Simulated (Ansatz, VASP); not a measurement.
**TeS2: VASP beside Ansatz**

The input INCAR:

```
  ALGO = Normal
  EDIFF = 1E-6
  EDIFFG = -0.01
  ENCUT = 600
  GGA = PE
  IBRION = 2
  ISIF = 3
  ISMEAR = 0
  LASPH = T
  LCHARG = F
  LREAL = F
  LWAVE = F
  NELM = 60
  NSW = 100
  PREC = Accurate
  SIGMA = 0.1
```

KPOINTS

```
k-points
0
Gamma
  12 12 10
```

Contents of POSCAR:

```
TeS2
1.0
    4.2207390144      0.0000000000      0.0000000000
   -2.1103695072      3.6552672092      0.0000000000
    0.0000000000      0.0000000000      4.5572763444
Te S
1 2
Direct
    0.0000000000      0.0000000000      0.0000000000
    0.3333333333      0.6666666667      0.5000000000
    0.6666666667      0.3333333333      0.5000000000
```

Input for Ansatz:

```yaml
crystal:
  lattice:
    - [4.2207390144, 0.0, 0.0]
    - [-2.1103695072, 3.6552672092, 0.0]
    - [0.0, 0.0, 4.5572763444]
  atoms:
    - { symbol: Te, position: [0.0, 0.0, 0.0] }
    - { symbol: S, position: [0.3333333333, 0.6666666667, 0.5] }
    - { symbol: S, position: [0.6666666667, 0.3333333333, 0.5] }
basis:
  ecutwfc: 420
kpoints:
  mp_grid: { grid: [12, 12, 10] }
hamiltonian:
  xc: pbe
scf:
  occupations: { method: gaussian, width: 0.1 }
output:
  forces: true
  stress: true
  eigenvalues: true
relax:
  adjacent_minimum: "off"
  f_tol: 0.01
  max_steps: 80
  cell: { stress_tol: 0.05 }
```

Alike in both runs: task relaxation of cell and atoms; functional PBE; k mesh 12 × 12 × 10; occupations gaussian, width 0.1 eV; no spin polarisation.

|  | VASP | Ansatz |
| --- | --- | --- |
| version | VASP 6.6.1 | Ansatz 0.2.0 |
| potentials or method | VASP PAW PBE potentials, release 64 (Te, S), cutoff 600 eV | scalar-relativistic, plane waves, PAW |
| valence electrons in the cell | 18 | 28 |

VASP gave:

- gap on the k mesh at the Fermi level, each at its own relaxed structure (eV): none
- relaxed volume (Å³/atom): 20.25
- relaxed cell length with the largest relative difference (Å): 4.499

Problem. What did Ansatz give for the same quantities?

Solution. gap on the k mesh at the Fermi level, each at its own relaxed structure (eV): none; relaxed volume (Å³/atom): 20.30; relaxed cell length with the largest relative difference (Å): 4.504.

A gap of «none» marks a metal or a gap that the smearing closes. VASP's potentials hold 18 valence electrons a cell and Ansatz's 28, so a difference there can come from the potentials and not from the codes.

Spin-orbit coupling is off throughout.
